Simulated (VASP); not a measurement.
Here is a VASP 6.6.1 calculation.

File INCAR:

```
  ALGO = Normal
  EDIFF = 1E-6
  ENCUT = 600
  GGA = PE
  GGA_COMPAT = False
  ISIF = 2
  ISMEAR = 0
  LASPH = True
  LCHARG = True
  LELF = True
  LREAL = False
  LVHAR = True
  LWAVE = False
  NBANDS = 12
  NELM = 120
  PREC = Accurate
  SIGMA = 0.2
```

File KPOINTS:

```
k-points
0
Gamma
  6 6 6
```

File POSCAR:

```
Be2Se
1.0
    0.0000000000      2.8409242672      2.8409242672
    2.8409242672      0.0000000000      2.8409242672
    2.8409242672      2.8409242672      0.0000000000
Be Se
2 1
Direct
    0.2500000000      0.2500000000      0.2500000000
    0.7500000000      0.7500000000      0.7500000000
    0.0000000000      0.0000000000      0.0000000000
```

Potentials or basis: VASP PAW PBE potentials, release 64 (Be, Se).

The run is started by

```sh
$ cat potpaw_PBE.64/Be/POTCAR potpaw_PBE.64/Se/POTCAR > POTCAR
$ mpirun -np 1 vasp_std > vasp.out
```

Q: Estimate the pressure.

A: 0.2 GPa.

Q: Predict the band gap on the k mesh.

A: Zero (bands 5 and 6 overlap by 1.64 eV).
